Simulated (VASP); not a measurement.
# TiAl3 (P4/mmm) in VASP: further runs

The runs below take TiAl3 through single point, relaxation of cell and atoms, with PBE.

All numbers are computed with VASP 6.6.1; they aren't measurements. Logs are shortened: lines on timing, memory, paths and dates and some standing lists are left out, and cuts for length are marked.

### Step 1. The cell of the first run

It takes space group P4/mmm (No. 123, tetragonal). The conventional cell has a = 3.821 Å, b = 3.821 Å, c = 5.377 Å, α = 90.00°, β = 90.00°, γ = 90.00°. Ti (site symmetry 4/mmm) has 6 Al at 2.69 to 2.70 Å within 3.5 Å. Al (site symmetry 4/mmm) has 6 Al at 2.69 to 2.70 Å within 3.5 Å. Al (site symmetry 4/mmm) has 2 Al at 2.69 Å and 4 Ti at 2.70 Å within 3.5 Å. Within 3.5 Å of Al (site symmetry 4/mmm) lie 2 Ti at 2.69 Å and 4 Al at 2.70 Å.

### Step 2. Single point, PBE

Input file INCAR:

```
SYSTEM = TiAl3
  ALGO = Fast
  EDIFF = 1E-7
  ENCUT = 520
  GGA = PE
  ISIF = 2
  ISMEAR = 0
  LASPH = .TRUE.
  LCHARG = .FALSE.
  LREAL = .FALSE.
  LWAVE = .FALSE.
  NBANDS = 18
  NELM = 60
  PREC = Accurate
  SIGMA = 0.1
```

Input file KPOINTS:

```
k-points
0
G
  12 12 8
  0 0 0
```

Input file POSCAR:

```
TiAl3
1.0
    3.8210206933      0.0000000000      0.0000000000
    0.0000000000      3.8210206933      0.0000000000
    0.0000000000      0.0000000000      5.3773324152
Ti Al
1 3
Direct
    0.0000000000      0.0000000000      0.5000000000
    0.5000000000      0.5000000000      0.0000000000
    0.5000000000      0.5000000000      0.5000000000
    0.0000000000      0.0000000000      0.0000000000
```

Potentials or basis: VASP PAW PBE potentials, release 64 (Ti_sv, Al).

Run with:

```bash
> cat potpaw_PBE.64/Ti_sv/POTCAR potpaw_PBE.64/Al/POTCAR > POTCAR
> mpirun -np 1 vasp_std > vasp.out
```

OUTCAR:

```text
SYSTEM = TiAl3
   EDIFF = 1E-7
   ENCUT = 520
   GGA = PE
   ISIF = 2
   ISMEAR = 0
   LASPH = .TRUE.
   LREAL = .FALSE.
   NELM = 60
   PREC = Accurate

 ion  position               nearest neighbor table
   1  0.000  0.000  0.500-   4 2.69   4 2.69   3 2.70   3 2.70   3 2.70   3 2.70
   2  0.500  0.500  0.000-   3 2.69   3 2.69   4 2.70   4 2.70   4 2.70   4 2.70
   3  0.500  0.500  0.500-   2 2.69   2 2.69   1 2.70   1 2.70   1 2.70   1 2.70
   4  0.000  0.000  0.000-   1 2.69   1 2.69   2 2.70   2 2.70   2 2.70   2 2.70

  LATTYP: Found a simple tetragonal cell.
 ALAT       =     3.8210206933
 C/A-ratio  =     1.4073026154

  Lattice vectors:

 A1 = (   3.8210206933,   0.0000000000,   0.0000000000)
 A2 = (   0.0000000000,   3.8210206933,   0.0000000000)
 A3 = (   0.0000000000,   0.0000000000,   5.3773324152)

Analysis of symmetry for initial positions (statically):
=====================================================================
 Subroutine PRICEL returns:
 Original cell was already a primitive cell.

 Routine SETGRP: Setting up the symmetry group for a
 simple tetragonal supercell.

 Subroutine GETGRP returns: Found 16 space group operations
 (whereof 16 operations were pure point group operations)
 out of a pool of 16 trial point group operations.

The static configuration has the point symmetry D_4h.

Analysis of symmetry for dynamics (positions and initial velocities):
=====================================================================
 Subroutine PRICEL returns:
 Original cell was already a primitive cell.

 Routine SETGRP: Setting up the symmetry group for a
 simple tetragonal supercell.

 Subroutine GETGRP returns: Found 16 space group operations
 (whereof 16 operations were pure point group operations)
 out of a pool of 16 trial point group operations.

The dynamic configuration has the point symmetry D_4h.

 Subroutine INISYM returns: Found 16 space group operations
 (whereof 16 operations are pure point group operations),
 and found     1 'primitive' translations

----------------------------------------------------------------------------------------

                                     Primitive cell

  volume of cell :      78.5101

  direct lattice vectors                    reciprocal lattice vectors
     3.821020693  0.000000000  0.000000000     0.261710176  0.000000000  0.000000000
     0.000000000  3.821020693  0.000000000     0.000000000  0.261710176  0.000000000
     0.000000000  0.000000000  5.377332415     0.000000000  0.000000000  0.185965814

  length of vectors
     3.821020693  3.821020693  5.377332415     0.261710176  0.261710176  0.185965814

  position of ions in fractional coordinates (direct lattice)
     0.000000000  0.000000000  0.500000000
     0.500000000  0.500000000  0.000000000
     0.500000000  0.500000000  0.500000000
     0.000000000  0.000000000  0.000000000

  ion indices of the primitive-cell ions
   primitive index   ion index
                 1           1
                 2           2
                 3           3
                 4           4

----------------------------------------------------------------------------------------

 KPOINTS: k-points

Automatic generation of k-mesh.
 Grid dimensions read from file:
 generate k-points for:   12   12    8

 Generating k-lattice:

  Cartesian coordinates                     Fractional coordinates (reciprocal lattice)
     0.021809181  0.000000000  0.000000000     0.083333333  0.000000000  0.000000000
     0.000000000  0.021809181  0.000000000     0.000000000  0.083333333  0.000000000
     0.000000000  0.000000000  0.023245727     0.000000000  0.000000000  0.125000000

  Length of vectors
     0.021809181  0.021809181  0.023245727

  Shift w.r.t. Gamma in fractional coordinates (k-lattice)
     0.000000000  0.000000000  0.000000000

 Subroutine IBZKPT returns following result:
 ===========================================

 Found    140 irreducible k-points:

 Following reciprocal coordinates:
            Coordinates               Weight
  0.000000  0.000000  0.000000      1.000000
  0.083333  0.000000  0.000000      4.000000
  0.166667  0.000000  0.000000      4.000000
  0.250000  0.000000  0.000000      4.000000
  0.333333  0.000000  0.000000      4.000000
  0.416667  0.000000  0.000000      4.000000
[... 16 lines left out ...]
  0.333333  0.333333  0.000000      4.000000
  0.416667  0.333333  0.000000      8.000000
 [... further k-points ...]
   k-points           NKPTS =    140   k-points in BZ     NKDIM =    140   number of bands    NBANDS=     18
   number of dos      NEDOS =    301   number of ions     NIONS =      4
   total plane-waves  NPLWV =  31360
   dimension x,y,z NGX =    28 NGY =   28 NGZ =   40
   dimension x,y,z NGXF=    56 NGYF=   56 NGZF=   80
   ions per type =               1   3
   NGX,Y,Z   is equivalent  to a cutoff of  12.18, 12.18, 12.37 a.u.
   NGXF,Y,Z  is equivalent  to a cutoff of  24.36, 24.36, 24.73 a.u.
 SYSTEM =  TiAl3
   PREC   = accura    normal or accurate (medium, high low for compatibility)
   ISTART =      0    job   : 0-new  1-cont  2-samecut
   ICHARG =      2    charge: 1-file 2-atom 10-const
   ISPIN  =      1    spin polarized calculation?
   LNONCOLLINEAR =      F non collinear calculations
   LSORBIT =      F    spin-orbit coupling
   LASPH  =      T    aspherical Exc in radial PAW
   ENCUT  =  520.0 eV  38.22 Ry    6.18 a.u.   7.10  7.10 10.00*2*pi/ulx,y,z
   NELM   =     60;   NELMIN=  2; NELMDL= -5     # of ELM steps
   EDIFF  = 0.1E-06   stopping-criterion for ELM
   LREAL  =      F    real-space projection
   EDIFFG = 0.1E-05   stopping-criterion for IOM
   NSW    =      0    number of steps for IOM
   IBRION =     -1    ionic relax: 0-MD 1-quasi-New 2-CG
   NFREE  =      0    steps in history (QN), initial steepest desc. (CG)
   ISIF   =      2    stress and relaxation
   ISYM   =      2    0-nonsym 1-usesym 2-fastsym
   POTIM  = 0.5000    time-step for ionic-motion
   TEBEG  =    0.0;   TEEND  =   0.0 temperature during run
   PSTRESS=    0.0 pullay stress
   NELECT =      21.0000    total number of electrons
   NUPDOWN=      -1.0000    fix difference up-down
   EMIN   =  10.00;   EMAX   =-10.00  energy-range for DOS
   EFERMI =   0.00;   METHOD = LEGACY
   ISMEAR =     0;   SIGMA  =   0.10  broadening in eV -4-tet -1-fermi 0-gaus
   EFERMI_NEDOS =   21; number of points for ismear=-14 and -15
   IALGO  =     68    algorithm
   IMIX   =      4    mixing-type and parameters
     AMIX     =   0.40;   BMIX     =  1.00
     AMIX_MAG =   1.60;   BMIX_MAG =  1.00
  volume/ion in A,a.u.               =      19.63       132.45
  Fermi-wavevector in a.u.,A,eV,Ry     =   1.054806  1.993295 15.138064  1.112616
  Thomas-Fermi vector in A             =   2.189981
   LORBIT       =      0    0 simple, 1 ext, 2 COOP (PROOUT), +10 PAW based schemes
   GGA     = PE    functional components
   LHFCALC =     F    Hartree Fock is set to
   AEXX    =    0.0000 exact exchange contribution
   IVDW    =     0    specifies the selected vdW correction
   LEPSILON=     F    determine dielectric tensor
   LRPA    =     F    only Hartree local field effects (RPA)
 non-spin polarized calculation
 RMM-DIIS sequential band-by-band and
 Gauss-broadening in eV      SIGMA  =   0.10
  energy-cutoff  :      520.00
  volume of cell :       78.51
 maximum number of plane-waves:      2132
   NGX = 15   NGY = 15   NGZ = 19

 number of electron      21.0000006 magnetization

 Free energy of the ion-electron system (eV)
  ---------------------------------------------------
  ext. energy  EPLUGINS =         0.00000000
  ---------------------------------------------------
  free energy    TOTEN  =       -17.38101412 eV

  energy without entropy =      -17.36904541  energy(sigma->0) =      -17.37502977

 E-fermi :   6.0313     XC(G=0):  -9.8504

 val. band max:        6.0303422288   @ k =   0.1667   0.1667   0.2500
 cond. band min:       6.0373685031   @ k =   0.1667   0.0000   0.3750
 fundamental gap:      0.0070262743
 Fermi energy:         6.0312774215

 k-point     1 :       0.0000    0.0000    0.0000
  band No.  band energies     occupation
      1     -50.7806      2.00000
      2     -27.1361      2.00000
      3     -27.0017      2.00000
      4     -27.0017      2.00000
      5      -2.9047      2.00000
      6       1.6174      2.00000
[... 10 lines left out ...]
     17      10.3516      0.00000
     18      10.6098      0.00000

 k-point     2 :       0.0833    0.0000    0.0000
  band No.  band energies     occupation
      1     -50.7805      2.00000
      2     -27.1360      2.00000
      3     -27.0033      2.00000
      4     -27.0016      2.00000
      5      -2.8342      2.00000
      6       1.6780      2.00000
[... 10 lines left out ...]
     17      10.1465      0.00000
     18      10.7210      0.00000

 k-point     3 :       0.1667    0.0000    0.0000
  band No.  band energies     occupation
      1     -50.7803      2.00000
      2     -27.1356      2.00000
      3     -27.0077      2.00000
      4     -27.0013      2.00000
      5      -2.6235      2.00000
      6       1.8379      2.00000
[... 10 lines left out ...]
     17      10.1786      0.00000
     18      11.2227      0.00000

 k-point     4 :       0.2500    0.0000    0.0000
  band No.  band energies     occupation
      1     -50.7800      2.00000
      2     -27.1352      2.00000
      3     -27.0137      2.00000
      4     -27.0009      2.00000
      5      -2.2755      2.00000
      6       1.9228      2.00000
[... 375 lines left out ...]
      4     -27.0111      2.00000
      5      -0.2217      2.00000
      6       0.5019      2.00000
[... 10 lines left out ...]
     17       8.6677      0.00000
     18      11.3746      0.00000

 k-point    23 :       0.3333    0.3333    0.0000
  band No.  band energies     occupation
      1     -50.7789      2.00000
      2     -27.1333      2.00000
      3     -27.0177      2.00000
      4     -27.0171      2.00000
      5      -0.7684      2.00000
      6       1.7719      2.00000
[... 10 lines left out ...]
     17       8.8096      0.00000
     18      10.2361      0.00000

 k-point    24 :       0.4167    0.3333    0.0000
  band No.  band energies     occupation
      1     -50.7787      2.00000
      2     -27.1330      2.00000
      3     -27.0215      2.00000
      4     -27.0168      2.00000
      5      -0.2486      2.00000
      6       1.3571      2.00000
[... 10 lines left out ...]
     17       8.5598      0.00000
     18      10.4598      0.00000

 [... further k-points ...]
[... 5 lines left out ...]
  --------------------------------------------------------------------------------------
  -------------------------------------------------------------------------------------
  Total        0.0053810      0.0053810     -0.0056893      0.0000000      0.0000000      0.0000000
  in kB        0.1098114      0.1098114     -0.1161027      0.0000000      0.0000000      0.0000000
  external PRESSURE =       0.0345067 kB  Pullay stress =       0.0000000 kB

 VOLUME and BASIS-vectors are now :
 -----------------------------------------------------------------------------
  energy-cutoff  :      520.00
  volume of cell :       78.51
      direct lattice vectors                 reciprocal lattice vectors
     3.821020693  0.000000000  0.000000000     0.261710176  0.000000000  0.000000000
     0.000000000  3.821020693  0.000000000     0.000000000  0.261710176  0.000000000
     0.000000000  0.000000000  5.377332415     0.000000000  0.000000000  0.185965814

 POSITION                                       TOTAL-FORCE (eV/Angst)
 -----------------------------------------------------------------------------------
      0.00000      0.00000      2.68867         0.000000      0.000000      0.000000
      1.91051      1.91051      0.00000         0.000000      0.000000      0.000000
      1.91051      1.91051      2.68867         0.000000      0.000000      0.000000
      0.00000      0.00000      0.00000         0.000000      0.000000      0.000000
 -----------------------------------------------------------------------------------
    total drift:                               -0.000000     -0.000000      0.000000

  FREE ENERGIE OF THE ION-ELECTRON SYSTEM (eV)
  ---------------------------------------------------
  free  energy   TOTEN  =       -17.3810141228 eV

  energy  without entropy=      -17.3690454095  energy(sigma->0) =      -17.37502977
```

Run time: 4 min. Hardware: 1 thread of Intel Xeon Platinum 8488C (Sapphire Rapids), shared host; peak memory 0.31 GiB.

Results:

| Quantity | Value |
| --- | --- |
| Free energy | -17.3810 eV |
| Pressure | 0.0 GPa |

### Step 3. Single point, PBE

Input file INCAR:

```
  PREC = Accurate
  ENCUT = 520
  EDIFF = 1E-6
  ISMEAR = 0
  SIGMA = 0.1
  LREAL = F
  LASPH = T
  NELM = 80
  ALGO = Fast
  ISIF = 2
  LWAVE = F
  LCHARG = F
  GGA = PE
  NBANDS = 18
```

Input file KPOINTS:

```
Automatic mesh
0
Gamma
  12 12 10
```

Input file POSCAR:

```
TiAl3
1.0
    3.8175216080      0.0000000000      0.0000000000
    0.0000000000      3.8175216080      0.0000000000
    0.0000000000      0.0000000000      5.3943446263
Ti Al
1 3
Direct
    0.0000000000      0.0000000000      0.5000000000
    0.5000000000      0.5000000000      0.0000000000
    0.5000000000      0.5000000000      0.5000000000
    0.0000000000      0.0000000000      0.0000000000
```

Potentials or basis: VASP PAW PBE potentials, release 64 (Ti_sv, Al).

Run with:

```bash
> cat potpaw_PBE.64/Ti_sv/POTCAR potpaw_PBE.64/Al/POTCAR > POTCAR
> mpirun -np 1 vasp_std > vasp.out
```

Wall time 3.8 min (1 thread of Intel Xeon Platinum 8488C (Sapphire Rapids), shared host); peak memory 0.34 GiB.

It converged, with:

```
Free energy : -17.3797 eV
Pressure    : 0.0 GPa
```

Levels at points of the mesh, in eV from the Fermi level:
```tsv
k point	band 9	band 10	band 11	band 12	band 13	band 14
(0.00, 0.00, 0.00)	0.26	0.26	0.34	0.95	0.96	0.96
(0.50, 0.00, 0.00)	-1.78	-0.43	-0.25	1.20	1.49	2.20
(0.50, 0.50, 0.00)	-1.06	-0.42	-0.20	-0.20	0.96	0.96
(0.00, 0.00, 0.50)	-0.16	-0.16	0.97	1.17	2.51	2.67
(0.50, 0.00, 0.50)	-0.57	-0.29	0.79	1.03	1.91	2.86
(0.50, 0.50, 0.50)	-3.22	-1.15	-1.15	-0.94	1.53	1.53
```

### Step 4. Relaxation of cell and atoms, PBE

Input file INCAR:

```
SYSTEM = TiAl3
ALGO = Fast ; EDIFF = 1E-6
EDIFFG = -0.01 ; ENCUT = 600
GGA = PE ; IBRION = 2
ISIF = 3 ; ISMEAR = 0
LASPH = .TRUE. ; LCHARG = .FALSE.
LREAL = .FALSE. ; LWAVE = .FALSE.
NELM = 100 ; NSW = 100
PREC = Accurate ; SIGMA = 0.1
```

Input file KPOINTS:

```
k-points
0
G
  12 12 8
  0 0 0
```

Input file POSCAR:

```
TiAl3
1.0
    3.8040366639      0.0000000000      0.0000000000
    0.0000000000      3.8040366639      0.0000000000
    0.0000000000      0.0000000000      5.4290175236
Ti Al
1 3
Direct
    0.0000000000      0.0000000000      0.5000000000
    0.5000000000      0.5000000000      0.0000000000
    0.5000000000      0.5000000000      0.5000000000
    0.0000000000      0.0000000000      0.0000000000
```

Run with:

```bash
> cat potpaw_PBE.64/Ti_sv/POTCAR potpaw_PBE.64/Al/POTCAR > POTCAR
> mpirun -np 1 vasp_std > vasp.out
```

Wall time 8.9 min (1 thread of Intel Xeon Platinum 8488C (Sapphire Rapids), shared host); peak memory 0.36 GiB.

The run converged. Its results:

```yaml
Free_energy: -17.3812 eV
Relaxed_volume: 19.62 Å³/atom
Relaxed_cell: a = 3.821 Å, b = 3.821 Å, c = 5.376 Å, α = 90.00°, β = 90.00°, γ = 90.00°
Space_group_after_relaxing_to_0.05_Å: P4/mmm (No. 123)
Energy_gained_by_relaxing: 1.3 meV/atom
Ionic_steps: 4
Pressure_after_relaxing: 0.0 GPa
```

The path:
| step | energy change (eV) | largest force (eV/Å) | pressure (GPa) | volume (Å³) |
| --- | --- | --- | --- | --- |
| 1 | 0.0000 | 0.0000 | 0.07 | 78.56 |
| 2 | -0.0051 | 0.0000 | -0.11 | 78.65 |
| 3 | -0.0051 | 0.0000 | -0.12 | 78.66 |
| 4 | -0.0052 | 0.0000 | -0.01 | 78.49 |

Final structure:
```xyz
4
Lattice="3.8210 0.0000 0.0000 0.0000 3.8210 0.0000 0.0000 0.0000 5.3761" Properties=species:S:1:pos:R:3 pbc="T T T"
Ti    0.0000    0.0000    2.6881
Al    1.9105    1.9105    0.0000
Al    1.9105    1.9105    2.6881
Al    3.8210    0.0000    0.0000
```

Levels at points of the mesh, in eV from the Fermi level:
```csv
k point,band 9,band 10,band 11,band 12,band 13,band 14
"(0.00, 0.00, 0.00)",0.23,0.23,0.32,0.94,0.95,0.95
"(0.50, 0.00, 0.00)",-1.79,-0.45,-0.25,1.19,1.49,2.19
"(0.50, 0.50, 0.00)",-1.05,-0.46,-0.21,-0.21,0.97,0.97
"(0.00, 0.00, 0.50)",-0.19,-0.19,0.96,1.15,2.51,2.51
"(0.50, 0.00, 0.50)",-0.58,-0.31,0.76,1.04,1.90,2.83
"(0.50, 0.50, 0.50)",-3.23,-1.18,-1.18,-0.96,1.54,1.54
```

### Step 5. Overview

```csv
task,cell,k mesh,cutoff (eV),gap on the mesh (eV),pressure (GPa)
single point,"a = 3.821, b = 3.821, c = 5.377 Å, 4 atoms",12 × 12 × 8,520,none,0.0
single point,"a = 3.818, b = 3.818, c = 5.394 Å, 4 atoms",12 × 12 × 10,520,none,0.0
relaxation of cell and atoms,"relaxed from a = 3.804, b = 3.804, c = 5.429 Å, 4 atoms",12 × 12 × 8,600,none,0.0
```

Alike in all rows: level PBE; potentials or basis VASP PAW PBE potentials, release 64 (Ti_sv, Al); no spin polarisation; smearing gaussian 0.1 eV.

Absolute energies hang on the potentials; compare differences alone.
